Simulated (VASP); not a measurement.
# Cs (Im-3m) in VASP: a series of runs

Cs is run at these levels: PBEsol; tasks: single point, relaxation of cell and atoms.

All numbers are computed with VASP 6.6.1; they aren't measurements. Logs are shortened: lines on timing, memory, paths and dates and some standing lists are left out, and cuts for length are marked.

### Step 1. The cell of the first run

Symmetry: Im-3m, No. 229, cubic system. Conventional cell: a = 6.067 Å, b = 6.067 Å, c = 6.067 Å, α = 90.00°, β = 90.00°, γ = 90.00°.

### Step 2. Single point, PBEsol

File INCAR:

```
PREC = Accurate
ENCUT = 520
EDIFF = 1E-6
ISMEAR = 1
SIGMA = 0.1
LREAL = False
LASPH = True
NELM = 60
ALGO = Normal
ISIF = 2
LWAVE = False
LCHARG = False
GGA = PS
NBANDS = 10
```

File KPOINTS:

```
Automatic mesh
0
Gamma
  6 6 6
```

File POSCAR:

```
Cs
1.0
   -3.0335000000      3.0335000000      3.0335000000
    3.0335000000     -3.0335000000      3.0335000000
    3.0335000000      3.0335000000     -3.0335000000
Cs
1
Direct
    0.0000000000      0.0000000000      0.0000000000
```

Potentials or basis: VASP PAW PBE potentials, release 64 (Cs_sv).

On the command line:

```
> cat potpaw_PBE.64/Cs_sv/POTCAR > POTCAR
> mpirun -np 1 vasp_std > vasp.out
```

OUTCAR:

```text
PREC = Accurate
   ENCUT = 520
   EDIFF = 1E-6
   ISMEAR = 1
   LREAL = False
   LASPH = True
   NELM = 60
   ISIF = 2
   GGA = PS

 ion  position               nearest neighbor table
   1  0.000  0.000  0.000-

  LATTYP: Found a body centered cubic cell.
 ALAT       =     6.0670000000

  Lattice vectors:

 A1 = (  -3.0335000000,   3.0335000000,   3.0335000000)
 A2 = (   3.0335000000,  -3.0335000000,   3.0335000000)
 A3 = (   3.0335000000,   3.0335000000,  -3.0335000000)

Analysis of symmetry for initial positions (statically):
=====================================================================
 Subroutine PRICEL returns:
 Original cell was already a primitive cell.

 Routine SETGRP: Setting up the symmetry group for a
 body centered cubic supercell.

 Subroutine GETGRP returns: Found 48 space group operations
 (whereof 48 operations were pure point group operations)
 out of a pool of 48 trial point group operations.

The static configuration has the point symmetry O_h .

Analysis of symmetry for dynamics (positions and initial velocities):
=====================================================================
 Subroutine PRICEL returns:
 Original cell was already a primitive cell.

 Routine SETGRP: Setting up the symmetry group for a
 body centered cubic supercell.

 Subroutine GETGRP returns: Found 48 space group operations
 (whereof 48 operations were pure point group operations)
 out of a pool of 48 trial point group operations.

The dynamic configuration has the point symmetry O_h .

 Subroutine INISYM returns: Found 48 space group operations
 (whereof 48 operations are pure point group operations),
 and found     1 'primitive' translations

----------------------------------------------------------------------------------------

                                     Primitive cell

  volume of cell :     111.6586

  direct lattice vectors                    reciprocal lattice vectors
    -3.033500000  3.033500000  3.033500000     0.000000000  0.164826108  0.164826108
     3.033500000 -3.033500000  3.033500000     0.164826108  0.000000000  0.164826108
     3.033500000  3.033500000 -3.033500000     0.164826108  0.164826108  0.000000000

  length of vectors
     5.254176125  5.254176125  5.254176125     0.233099318  0.233099318  0.233099318

  position of ions in fractional coordinates (direct lattice)
     0.000000000  0.000000000  0.000000000

  ion indices of the primitive-cell ions
   primitive index   ion index
                 1           1

----------------------------------------------------------------------------------------

 KPOINTS: Automatic mesh

Automatic generation of k-mesh.
 Grid dimensions read from file:
 generate k-points for:    6    6    6

 Generating k-lattice:

  Cartesian coordinates                     Fractional coordinates (reciprocal lattice)
     0.000000000  0.027471018  0.027471018     0.166666667  0.000000000  0.000000000
     0.027471018  0.000000000  0.027471018     0.000000000  0.166666667  0.000000000
     0.027471018  0.027471018  0.000000000     0.000000000  0.000000000  0.166666667

  Length of vectors
     0.038849886  0.038849886  0.038849886

  Shift w.r.t. Gamma in fractional coordinates (k-lattice)
     0.000000000  0.000000000  0.000000000

 Subroutine IBZKPT returns following result:
 ===========================================

 Found     16 irreducible k-points:

 Following reciprocal coordinates:
            Coordinates               Weight
  0.000000  0.000000  0.000000      1.000000
  0.166667  0.000000  0.000000     12.000000
  0.333333  0.000000  0.000000     12.000000
  0.500000  0.000000  0.000000      6.000000
  0.166667  0.166667  0.000000     24.000000
  0.333333  0.166667  0.000000     48.000000
[... 8 lines left out ...]
  0.500000  0.500000  0.333333     12.000000
  0.500000  0.500000  0.500000      1.000000
   k-points           NKPTS =     16   k-points in BZ     NKDIM =     16   number of bands    NBANDS=     10
   number of dos      NEDOS =    301   number of ions     NIONS =      1
   total plane-waves  NPLWV =  64000
   dimension x,y,z NGX =    40 NGY =   40 NGZ =   40
   dimension x,y,z NGXF=    80 NGYF=   80 NGZF=   80
   ions per type =               1
   NGX,Y,Z   is equivalent  to a cutoff of  12.66, 12.66, 12.66 a.u.
   NGXF,Y,Z  is equivalent  to a cutoff of  25.31, 25.31, 25.31 a.u.
 SYSTEM =  unknown system
   PREC   = accura    normal or accurate (medium, high low for compatibility)
   ISTART =      0    job   : 0-new  1-cont  2-samecut
   ICHARG =      2    charge: 1-file 2-atom 10-const
   ISPIN  =      1    spin polarized calculation?
   LNONCOLLINEAR =      F non collinear calculations
   LSORBIT =      F    spin-orbit coupling
   LASPH  =      T    aspherical Exc in radial PAW
   ENCUT  =  520.0 eV  38.22 Ry    6.18 a.u.   9.77  9.77  9.77*2*pi/ulx,y,z
   NELM   =     60;   NELMIN=  2; NELMDL= -5     # of ELM steps
   EDIFF  = 0.1E-05   stopping-criterion for ELM
   LREAL  =      F    real-space projection
[... 7 lines left out ...]
   TEBEG  =    0.0;   TEEND  =   0.0 temperature during run
   PSTRESS=    0.0 pullay stress
   NELECT =       9.0000    total number of electrons
   NUPDOWN=      -1.0000    fix difference up-down
   EMIN   =  10.00;   EMAX   =-10.00  energy-range for DOS
   EFERMI =   0.00;   METHOD = LEGACY
   ISMEAR =     1;   SIGMA  =   0.10  broadening in eV -4-tet -1-fermi 0-gaus
   EFERMI_NEDOS =   21; number of points for ismear=-14 and -15
   IALGO  =     38    algorithm
   IMIX   =      4    mixing-type and parameters
     AMIX     =   0.40;   BMIX     =  1.00
     AMIX_MAG =   1.60;   BMIX_MAG =  1.00
  volume/ion in A,a.u.               =     111.66       753.51
  Fermi-wavevector in a.u.,A,eV,Ry     =   0.707172  1.336361  6.804166  0.500092
  Thomas-Fermi vector in A             =   1.793149
   LORBIT       =      0    0 simple, 1 ext, 2 COOP (PROOUT), +10 PAW based schemes
   GGA     = PS    functional components
   LHFCALC =     F    Hartree Fock is set to
   AEXX    =    0.0000 exact exchange contribution
   IVDW    =     0    specifies the selected vdW correction
   LEPSILON=     F    determine dielectric tensor
   LRPA    =     F    only Hartree local field effects (RPA)
 non-spin polarized calculation
 Methfessel and Paxton  Order N= 1 SIGMA  =   0.10
  energy-cutoff  :      520.00
  volume of cell :      111.66
 maximum number of plane-waves:      3043
   NGX = 19   NGY = 19   NGZ = 19

 number of electron       8.9999999 magnetization

 Free energy of the ion-electron system (eV)
  ---------------------------------------------------
  ext. energy  EPLUGINS =         0.00000000
  ---------------------------------------------------
  free energy    TOTEN  =        -0.92730092 eV

  energy without entropy =       -0.92115203  energy(sigma->0) =       -0.92525129

 E-fermi :   0.4558     XC(G=0):  -5.5536

 val. band max:        0.3406205507   @ k =   0.1667   0.1667   0.1667
 cond. band min:       0.4670987410   @ k =   0.5000   0.0000   0.0000
 fundamental gap:      0.1264781903
 Fermi energy:         0.4557512238

 k-point     1 :       0.0000    0.0000    0.0000
  band No.  band energies     occupation
      1     -23.3823      2.00000
      2     -10.0971      2.00000
      3     -10.0971      2.00000
      4     -10.0971      2.00000
      5      -1.2679      2.00000
      6       2.9627      0.00000
      7       2.9627      0.00000
      8       2.9627      0.00000
      9       3.8584      0.00000
     10       3.8584      0.00000

 k-point     2 :       0.1667    0.0000    0.0000
  band No.  band energies     occupation
      1     -23.3803      2.00000
      2     -10.1366      2.00000
      3     -10.1099      2.00000
      4     -10.0972      2.00000
      5      -0.9582      2.00000
      6       2.6027      0.00000
      7       2.6699      0.00000
      8       3.2796      0.00000
      9       3.6231      0.00000
     10       3.8232      0.00000

 k-point     3 :       0.3333    0.0000    0.0000
  band No.  band energies     occupation
      1     -23.3765      2.00000
      2     -10.2131      2.00000
      3     -10.1352      2.00000
      4     -10.0973      2.00000
      5      -0.1690      2.00000
      6       1.8081     -0.00000
      7       2.2537     -0.00000
      8       3.7865      0.00000
      9       3.9659      0.00000
     10       4.1886      0.00000

 k-point     4 :       0.5000    0.0000    0.0000
  band No.  band energies     occupation
      1     -23.3745      2.00000
      2     -10.2502      2.00000
      3     -10.1477      2.00000
      4     -10.0974      2.00000
      5       0.4671      0.80930
      6       1.3518     -0.00000
      7       2.0903     -0.00000
      8       3.6956      0.00000
      9       4.3248      0.00000
     10       4.8483      0.00000
[... 118 lines left out ...]
 k-point    14 :      -0.3333    0.3333    0.3333
  band No.  band energies     occupation
      1     -23.3716      2.00000
      2     -10.1981      2.00000
      3     -10.1776      2.00000
      4     -10.1776      2.00000
      5       0.6819     -0.00628
      6       1.4902     -0.00000
      7       2.9049      0.00000
      8       2.9049      0.00000
      9       3.1869      0.00000
     10       4.2505      0.00000

 k-point    15 :       0.5000    0.5000    0.3333
  band No.  band energies     occupation
      1     -23.3700      2.00000
      2     -10.2170      2.00000
      3     -10.1915      2.00000
      4     -10.1794      2.00000
      5       1.1383     -0.00000
      6       1.1638     -0.00000
      7       2.6086      0.00000
      8       3.0207      0.00000
      9       3.7356      0.00000
     10       5.0739      0.00000

 k-point    16 :       0.5000    0.5000    0.5000
  band No.  band energies     occupation
      1     -23.3685      2.00000
      2     -10.2059      2.00000
      3     -10.2059      2.00000
      4     -10.2059      2.00000
      5       1.0796     -0.00000
      6       1.0796     -0.00000
      7       3.5235      0.00000
      8       3.5235      0.00000
      9       3.5235      0.00000
     10       4.9855      0.00000

------------------------ aborting loop because EDIFF is reached ----------------------------------------

  FORCE on cell =-STRESS in cart. coord.  units (eV):
  Direction    XX          YY          ZZ          XY          YZ          ZX
  --------------------------------------------------------------------------------------
  -------------------------------------------------------------------------------------
  Total       -0.0346176     -0.0346176     -0.0346176      0.0000000      0.0000000     -0.0000000
  in kB       -0.4967238     -0.4967238     -0.4967238      0.0000000      0.0000000     -0.0000000
  external PRESSURE =      -0.4967238 kB  Pullay stress =       0.0000000 kB

 VOLUME and BASIS-vectors are now :
 -----------------------------------------------------------------------------
  energy-cutoff  :      520.00
  volume of cell :      111.66
      direct lattice vectors                 reciprocal lattice vectors
    -3.033500000  3.033500000  3.033500000     0.000000000  0.164826108  0.164826108
     3.033500000 -3.033500000  3.033500000     0.164826108  0.000000000  0.164826108
     3.033500000  3.033500000 -3.033500000     0.164826108  0.164826108  0.000000000

 POSITION                                       TOTAL-FORCE (eV/Angst)
 -----------------------------------------------------------------------------------
      0.00000      0.00000      0.00000        -0.000000      0.000000      0.000000
 -----------------------------------------------------------------------------------
    total drift:                               -0.000000      0.000000     -0.000000

  FREE ENERGIE OF THE ION-ELECTRON SYSTEM (eV)
  ---------------------------------------------------
  free  energy   TOTEN  =        -0.9273009196 eV

  energy  without entropy=       -0.9211520254  energy(sigma->0) =       -0.92525129
```

Wall time 9 s (1 thread of Intel Xeon 6975P-C (Granite Rapids), shared host); peak memory 0.23 GiB.

Results:

```yaml
Free_energy: -0.9273 eV
Pressure: 0.0 GPa
Band_gap_on_the_k_mesh: zero (an odd number of electrons rules out a gap without spin polarisation)
```

Caveat: the PAW data sets were made with another functional, which shifts forces and pressure a little; spin-orbit coupling is left out, which moves the levels of the heavy elements.

### Step 3. Relaxation of cell and atoms, PBEsol

File INCAR:

```
SYSTEM = Cs
PREC     = Accurate       ! precision mode
ENCUT    = 600            ! plane-wave cutoff, eV
EDIFF    = 1E-6           ! SCF threshold, eV
ISMEAR   = 1              ! smearing method
SIGMA    = 0.1            ! smearing width, eV
LREAL    = .FALSE.        ! projectors in reciprocal space
LASPH    = .TRUE.         ! aspherical terms in the spheres
NELM     = 80             ! most SCF steps
ALGO     = Normal         ! electronic algorithm
ISIF     = 3              ! what is computed and relaxed
LWAVE    = .FALSE.        ! write WAVECAR
LCHARG   = .FALSE.        ! write CHGCAR
GGA      = PS             ! functional
IBRION   = 2              ! ionic algorithm
NSW      = 80             ! ionic steps
EDIFFG   = -0.01          ! ionic threshold
```

File KPOINTS:

```
regular mesh
0
G
  6 6 6
  0 0 0
```

POSCAR is that of step 2.

Potentials or basis: VASP PAW PBE potentials, release 64 (Cs_sv).

On the command line:

```
> cat potpaw_PBE.64/Cs_sv/POTCAR > POTCAR
> mpirun -np 1 vasp_std > vasp.out
```

Wall time 20 s (1 thread of Intel Xeon 6975P-C (Granite Rapids), shared host); peak memory 0.26 GiB.

Results (log left out):

| Quantity | Value |
| --- | --- |
| Free energy | -0.9278 eV |
| Relaxed volume | 109.58 Å³/atom |
| Relaxed cell | a = 5.221 Å, b = 5.221 Å, c = 5.221 Å, α = 109.47°, β = 109.47°, γ = 109.47° |
| Space group after relaxing (to 0.1 Å) | Im-3m (No. 229) |
| Energy gained by relaxing | 0.4 meV/atom |
| Ionic steps | 3 |
| Pressure after relaxing | 0.0 GPa |
| Band gap on the k mesh | zero (an odd number of electrons rules out a gap without spin polarisation) |

The path:
```
step  energy change (eV)  largest force (eV/Å)  pressure (GPa)  volume (Å³)
   1              0.0000                0.0000           -0.05       111.66
   2             -0.0001                0.0000           -0.04       111.14
   3             -0.0004                0.0000           -0.01       109.58
```

Final structure:
```
Cs
1.0
    -3.01456    3.01456    3.01456
     3.01456   -3.01456    3.01456
     3.01456    3.01456   -3.01456
Cs
1
Cartesian
  0.0000 0.0000 0.0000
```

Levels at points of the mesh, in eV from the Fermi level:
| k point | band 2 | band 3 | band 4 | band 5 | band 6 | band 7 |
| --- | --- | --- | --- | --- | --- | --- |
| (0.00, 0.00, 0.00) | -10.54 | -10.54 | -10.54 | -1.74 | 2.52 | 2.52 |
| (0.50, 0.00, 0.00) | -10.70 | -10.59 | -10.54 | 0.00 | 0.92 | 1.63 |
| (0.50, 0.50, 0.50) | -10.65 | -10.65 | -10.65 | 0.61 | 0.61 | 3.12 |

Caveat: the PAW data sets were made with another functional, which shifts forces and pressure a little; spin-orbit coupling is left out, which moves the levels of the heavy elements.

The gap in the log of VASP goes by the Fermi energy; the results here count the filled bands.